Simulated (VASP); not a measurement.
GdCu, 4 atoms in the cell. It takes space group Pm-3m (No. 221, cubic). The conventional cell has a = 3.502 Å, b = 3.502 Å, c = 3.502 Å, α = 90.00°, β = 90.00°, γ = 90.00°. Within 4.0 Å of Gd (site symmetry m-3m) lie 8 Cu at 3.03 Å and 6 Gd at 3.50 Å. Within 4.0 Å of Cu (site symmetry m-3m) lie 8 Gd at 3.03 Å and 6 Cu at 3.50 Å. 

- Program: VASP 6.6.1
- Task: single point
- Functional: PBEsol
- Dispersion: D3(BJ)
- Potentials or basis: VASP PAW PBE potentials, release 64 (Gd, Cu)
- Cutoff: 520 eV
- k mesh: 4 × 2 × 4
- Occupations: methfessel-paxton, width 0.05 eV
- Spin: collinear spin, ferromagnetic start
- Starting moments: [7.0, 7.0, 0.0, 0.0] μB
- Dipole correction: no
- Further INCAR settings: ALGO = Normal; EDIFF = 1e-06; NBANDS = 41

Potentials or basis: VASP PAW PBE potentials, release 64 (Gd, Cu).

Command:

```sh
$ cat potpaw_PBE.64/Gd/POTCAR potpaw_PBE.64/Cu/POTCAR > POTCAR
$ mpirun -np 1 vasp_std > vasp.out
```

Hardware: 1 thread of Oxide Virtual Turin-like Processor (shared host).

Task: How long does it take, and how much memory?

Result: Run time: 4.1 min on 1 thread of Oxide Virtual Turin-like Processor, with other jobs on the host, peak memory 0.25 GiB. Counts: scf iterations 27, k points 12.
